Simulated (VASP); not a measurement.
# AlCo (CsCl type) in VASP: a series of runs, part 2 of 2

VASP 6.6.1.

**5. Single point, HSE06**

This run uses another cell than the first one, of 10.65 Å³/atom, 0.920 times its volume.

The input, POSCAR:

```
AlCo
1.0
    2.7718781547      0.0000000000      0.0000000000
    0.0000000000      2.7718781547      0.0000000000
    0.0000000000      0.0000000000      2.7718781547
Co Al
1 1
Direct
    0.0000000000      0.0000000000      0.0000000000
    0.5000000000      0.5000000000      0.5000000000
```

The input, INCAR.step1:

```
PREC = Accurate ; ENCUT = 520
EDIFF = 1E-5 ; ISMEAR = -1
SIGMA = 0.1 ; LREAL = False
LASPH = True ; NELM = 100
ALGO = Normal ; ISIF = 2
LWAVE = True ; LCHARG = False
NBANDS = 13 ; GGA = PE
```

The input, INCAR.step2:

```
PREC = Accurate ; ENCUT = 520
EDIFF = 1E-6 ; ISMEAR = -1
SIGMA = 0.1 ; LREAL = False
LASPH = True ; NELM = 100
ALGO = Normal ; ISIF = 2
LWAVE = False ; LCHARG = False
GGA = PE ; LHFCALC = True
HFSCREEN = 0.2079 ; PRECFOCK = Normal
NBANDS = 13 ; ISTART = 1
```

The input, KPOINTS:

```
regular mesh
0
Gamma
  4 4 4
```

Potentials or basis: VASP PAW PBE potentials, release 64 (Co, Al).

Launch:

```bash
$ cat potpaw_PBE.64/Co/POTCAR potpaw_PBE.64/Al/POTCAR > POTCAR
$ cp INCAR.step1 INCAR
$ mpirun -np 1 vasp_std > vasp.out
$ cp INCAR.step2 INCAR
$ mpirun -np 1 vasp_std > vasp.out
```

OUTCAR:

```text
PREC = Accurate
   ENCUT = 520
   EDIFF = 1E-6
   ISMEAR = -1
   LREAL = False
   LASPH = True
   NELM = 100
   ISIF = 2
   GGA = PE
   LHFCALC = True
   HFSCREEN = 0.2079
   PRECFOCK = Normal
   ISTART = 1

 ion  position               nearest neighbor table
   1  0.000  0.000  0.000-   2 2.40   2 2.40   2 2.40   2 2.40   2 2.40   2 2.40   2 2.40   2 2.40

   2  0.500  0.500  0.500-   1 2.40   1 2.40   1 2.40   1 2.40   1 2.40   1 2.40   1 2.40   1 2.40

  LATTYP: Found a simple cubic cell.
 ALAT       =     2.7718781547

  Lattice vectors:

 A1 = (   2.7718781547,   0.0000000000,   0.0000000000)
 A2 = (   0.0000000000,   2.7718781547,   0.0000000000)
 A3 = (   0.0000000000,   0.0000000000,   2.7718781547)

Analysis of symmetry for initial positions (statically):
=====================================================================
 Subroutine PRICEL returns:
 Original cell was already a primitive cell.

 Routine SETGRP: Setting up the symmetry group for a
 simple cubic supercell.

 Subroutine GETGRP returns: Found 48 space group operations
 (whereof 48 operations were pure point group operations)
 out of a pool of 48 trial point group operations.

The static configuration has the point symmetry O_h .

Analysis of symmetry for dynamics (positions and initial velocities):
=====================================================================
 Subroutine PRICEL returns:
 Original cell was already a primitive cell.

 Routine SETGRP: Setting up the symmetry group for a
 simple cubic supercell.

 Subroutine GETGRP returns: Found 48 space group operations
 (whereof 48 operations were pure point group operations)
 out of a pool of 48 trial point group operations.

The dynamic configuration has the point symmetry O_h .

 Subroutine INISYM returns: Found 48 space group operations
 (whereof 48 operations are pure point group operations),
[... 114 lines left out ...]
   HFSCREEN=    0.2079 screening length (either q_TF or 0.3 A-1)
   HFSCREENC=   0.2079 screening length for correlation (either q_TF or 0.3 A-1)
   ENCUTFOCK=  -1.0 apply spherical cutoff to Coloumb kernel
   IVDW    =     0    specifies the selected vdW correction
   LEPSILON=     F    determine dielectric tensor
   LRPA    =     F    only Hartree local field effects (RPA)
 non-spin polarized calculation
  energy-cutoff  :      520.00
  volume of cell :       21.30
 maximum number of plane-waves:       587
 NGX is ok and might be reduce to    24
  NGX = 16; NGY = 16; NGZ = 16

 number of electron      12.0000002 magnetization

 Free energy of the ion-electron system (eV)
  ---------------------------------------------------
  ext. energy  EPLUGINS =         0.00000000
  ---------------------------------------------------
  free energy    TOTEN  =       -14.03406305 eV

  energy without entropy =      -14.00470743  energy(sigma->0) =      -14.01938524

 E-fermi :  11.5126     XC(G=0): -10.3310

 val. band max:       11.2177731279   @ k =   0.5000   0.5000   0.2500
 cond. band min:      11.5359021844   @ k =   0.5000   0.5000   0.5000
 fundamental gap:      0.3181290565
 Fermi energy:        11.5125804461

 k-point     1 :       0.0000    0.0000    0.0000
  band No.  band energies     occupation
      1      -1.5496      2.00000
      2       7.4594      2.00000
      3       7.4594      2.00000
      4       9.0131      2.00000
      5       9.0132      2.00000
      6       9.0132      2.00000
      7      18.7804      0.00000
      8      18.7804      0.00000
      9      18.7804      0.00000
     10      21.8685      0.00000
     11      21.8685      0.00000
     12      29.8397      0.00000
     13      35.8655      0.00000
[... 130 lines left out ...]
  band No.  band energies     occupation
      1       5.6884      2.00000
      2       5.6884      2.00000
      3       5.6884      2.00000
      4      11.5359      0.88392
      5      11.5359      0.88388
      6      14.2114      0.00000
      7      14.2114      0.00000
      8      14.2114      0.00000
      9      17.2437      0.00000
     10      17.6507      0.00000
     11      17.6507      0.00000
     12      17.6507      0.00000
     13      23.0064      0.00000

------------------------ aborting loop because EDIFF is reached ----------------------------------------

  FORCE on cell =-STRESS in cart. coord.  units (eV):
  Direction    XX          YY          ZZ          XY          YZ          ZX
  --------------------------------------------------------------------------------------
  -------------------------------------------------------------------------------------
  Total        1.5081704      1.5081704      1.5081704     -0.0000000      0.0000000     -0.0000000
  in kB      113.4589020    113.4589020    113.4589020     -0.0000000      0.0000000     -0.0000000
  external PRESSURE =     113.4589020 kB  Pullay stress =       0.0000000 kB

 VOLUME and BASIS-vectors are now :
 -----------------------------------------------------------------------------
  energy-cutoff  :      520.00
  volume of cell :       21.30
      direct lattice vectors                 reciprocal lattice vectors
     2.771878155  0.000000000  0.000000000     0.360766218  0.000000000  0.000000000
     0.000000000  2.771878155  0.000000000     0.000000000  0.360766218  0.000000000
     0.000000000  0.000000000  2.771878155     0.000000000  0.000000000  0.360766218

 POSITION                                       TOTAL-FORCE (eV/Angst)
 -----------------------------------------------------------------------------------
      0.00000      0.00000      0.00000         0.000000      0.000000      0.000000
      1.38594      1.38594      1.38594         0.000000      0.000000      0.000000
 -----------------------------------------------------------------------------------
    total drift:                               -0.000002     -0.000002     -0.000002

  FREE ENERGIE OF THE ION-ELECTRON SYSTEM (eV)
  ---------------------------------------------------
  free  energy   TOTEN  =       -14.0340630497 eV

  energy  without entropy=      -14.0047074300  energy(sigma->0) =      -14.01938524
```

OSZICAR.step1:

```text
N       E                     dE             d eps       ncg     rms          rms(c)
DAV:   1     0.337084077436E+02    0.33708E+02   -0.52946E+03   276   0.958E+02
DAV:   2    -0.121066349644E+02   -0.45815E+02   -0.42364E+02   275   0.170E+02
DAV:   3    -0.134986830293E+02   -0.13920E+01   -0.13854E+01   315   0.346E+01
DAV:   4    -0.135208553236E+02   -0.22172E-01   -0.22164E-01   337   0.382E+00
DAV:   5    -0.135211805202E+02   -0.32520E-03   -0.32518E-03   320   0.416E-01    0.132E+01
DAV:   6    -0.155146139220E+02   -0.19934E+01   -0.47226E+01   285   0.937E+01    0.155E+01
DAV:   7    -0.118192931037E+02    0.36953E+01   -0.22370E+01   285   0.587E+01    0.181E+00
DAV:   8    -0.117906097288E+02    0.28683E-01   -0.12967E-01   311   0.268E+00    0.950E-01
DAV:   9    -0.117798546713E+02    0.10755E-01   -0.10596E-02   314   0.117E+00    0.188E-01
DAV:  10    -0.117796915278E+02    0.16314E-03   -0.20877E-04   316   0.116E-01    0.120E-01
DAV:  11    -0.117796785336E+02    0.12994E-04   -0.96024E-06   257   0.237E-02    0.128E-02
DAV:  12    -0.117796794429E+02   -0.90932E-06   -0.16757E-06   160   0.134E-02
   1 F= -.11779679E+02 E0= -.11751573E+02  d E =-.562130E-01
```

Run time: 74 s. Hardware: 1 thread of Intel Xeon 6975P-C (Granite Rapids), shared host; peak memory 0.24 GiB.

Results:

```
Free energy            : -14.0341 eV
Pressure               : 11.3 GPa
Band gap on the k mesh : zero (band 6 reaches 14.21 eV, above the bottom of band 7 at 11.59 eV)
```

Levels at points of the mesh, in eV from the Fermi level:
| k point | band 2 | band 3 | band 4 | band 5 | band 6 | band 7 | band 8 | band 9 | band 10 | band 11 |
| --- | --- | --- | --- | --- | --- | --- | --- | --- | --- | --- |
| (0.00, 0.00, 0.00) | -4.05 | -4.05 | -2.50 | -2.50 | -2.50 | 7.27 | 7.27 | 7.27 | 10.36 | 10.36 |
| (0.50, 0.00, 0.00) | -7.94 | -3.49 | -3.49 | -3.32 | -2.38 | 0.82 | 9.46 | 12.28 | 12.28 | 13.74 |
| (0.50, 0.50, 0.00) | -4.06 | -3.28 | -3.28 | -3.28 | -3.28 | 0.11 | 3.59 | 4.08 | 14.99 | 17.79 |
| (0.50, 0.50, 0.50) | -5.82 | -5.82 | 0.02 | 0.02 | 2.70 | 2.70 | 2.70 | 5.73 | 6.14 | 6.14 |

Caveat: the k points lie up to 0.57 Å⁻¹ apart; the PAW data sets were made with another functional, which shifts forces and pressure a little.

**6. Single point, HSE06**

This run uses another cell than the first one, of 10.65 Å³/atom, 0.920 times its volume.

POSCAR is that of step 5.

The input, INCAR.step1:

```
SYSTEM = AlCo
ALGO = Normal
EDIFF = 1E-5
ENCUT = 520
GGA = PE
ISIF = 2
ISMEAR = -1
LASPH = .TRUE.
LCHARG = .FALSE.
LREAL = .FALSE.
LWAVE = .TRUE.
NBANDS = 13
NELM = 100
PREC = Accurate
SIGMA = 0.1
```

The input, INCAR.step2:

```
SYSTEM = AlCo
ALGO = Normal
EDIFF = 1E-6
ENCUT = 520
GGA = PE
HFSCREEN = 0.2079
ISIF = 2
ISMEAR = -1
ISTART = 1
LASPH = .TRUE.
LCHARG = .FALSE.
LHFCALC = .TRUE.
LREAL = .FALSE.
LWAVE = .FALSE.
NBANDS = 13
NELM = 100
PREC = Accurate
PRECFOCK = Normal
SIGMA = 0.1
```

The input, KPOINTS:

```
k-points
0
G
  4 4 4
  0 0 0
```

Potentials or basis: VASP PAW PBE potentials, release 64 (Co, Al).

Launch:

```bash
$ cat potpaw_PBE.64/Co/POTCAR potpaw_PBE.64/Al/POTCAR > POTCAR
$ cp INCAR.step1 INCAR
$ mpirun -np 1 vasp_std > vasp.out
$ cp INCAR.step2 INCAR
$ mpirun -np 1 vasp_std > vasp.out
```

Run time: 61 s. Hardware: 1 thread of Intel Xeon 6975P-C (Granite Rapids), shared host; peak memory 0.24 GiB.

The run converged. Its results:

```yaml
Free_energy: -14.0341 eV
Pressure: 11.3 GPa
Band_gap_on_the_k_mesh: zero (band 6 reaches 14.21 eV, above the bottom of band 7 at 11.59 eV)
```

Levels at points of the mesh, in eV from the Fermi level:
```
           k point  band 2  band 3  band 4  band 5  band 6  band 7  band 8  band 9  band 10  band 11
(0.00, 0.00, 0.00)   -4.05   -4.05   -2.50   -2.50   -2.50    7.27    7.27    7.27    10.36    10.36
(0.50, 0.00, 0.00)   -7.94   -3.49   -3.49   -3.32   -2.38    0.82    9.46   12.28    12.28    13.74
(0.50, 0.50, 0.00)   -4.06   -3.28   -3.28   -3.28   -3.28    0.11    3.59    4.08    14.99    17.79
(0.50, 0.50, 0.50)   -5.82   -5.82    0.02    0.02    2.70    2.70    2.70    5.73     6.14     6.14
```

Caveat: the k points lie up to 0.57 Å⁻¹ apart; the PAW data sets were made with another functional, which shifts forces and pressure a little.

**7. Overview**

```tsv
level	cell	k mesh	grid for exact exchange (PRECFOCK)	screening parameter	gap on the mesh (eV)	pressure (GPa)	largest force (eV/Å)
PBE	a = 2.850 Å, 2 atoms	4 × 4 × 4	-	-	none	2.3	0.44
PBE	a = 2.850 Å, 2 atoms	8 × 8 × 8	-	-	none	0.6	0.15
HSE06	a = 2.772 Å, 2 atoms	4 × 4 × 4	Normal	0.2079 1/Å	none	11.3	-
```

Some of these runs hold the atoms at other places in the same cell, which the table doesn't show; runs alike in all that it shows share one row.

Alike in all rows: task single point; potentials or basis VASP PAW PBE potentials, release 64 (Co, Al); no spin polarisation; cutoff (eV) 520; smearing fermi-dirac 0.1 eV.

Caveats: some runs use coarse meshes; the PAW data sets were made with another functional, which shifts forces and pressure a little (some runs).

Total energies depend on the potentials used, so only differences within one code and one set of settings carry meaning.
